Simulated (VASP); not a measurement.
Runs of VASP 6.6.1 on HfN2. The structure is that of space group Fm-3m (No. 225), or close to it. The cells are those of the table. 

```tsv
task	cell	k mesh	cutoff (eV)	gap on the mesh (eV)	pressure (GPa)	relaxed volume (Å³/atom)
relaxation of cell and atoms	relaxed from a = 3.670 Å, angles 60.0°, 3 atoms	16 × 16 × 16	600	none	0.0	11.57
relaxation of cell and atoms	relaxed from a = 3.599 Å, angles 60.0°, 3 atoms	6 × 6 × 6	600	none	-0.2	11.57
single point	a = 3.599 Å, angles 60.0°, 3 atoms	6 × 6 × 6	520	none	(a)	-
single point	a = 3.672 Å, angles 60.0°, 3 atoms	16 × 16 × 16	520	none	-1.8	-
single point	a = 3.670 Å, angles 60.0°, 3 atoms	6 × 6 × 6	520	none	-1.6	-
```

Alike in all rows: level PBE; potentials or basis VASP PAW PBE potentials, release 64 (Hf_pv, N); no spin polarisation; smearing gaussian 0.1 eV.

Task: Fill in the values left out.

Result: (a) 12.3.

Caveats: spin-orbit coupling is left out, which moves the levels of the heavy elements; the cell stands under pressure (at least some runs).

A k mesh can miss the band edges, and the runs leave out spin-orbit coupling on Hf.

A gap of «none» marks levels without a gap at the run's occupations.
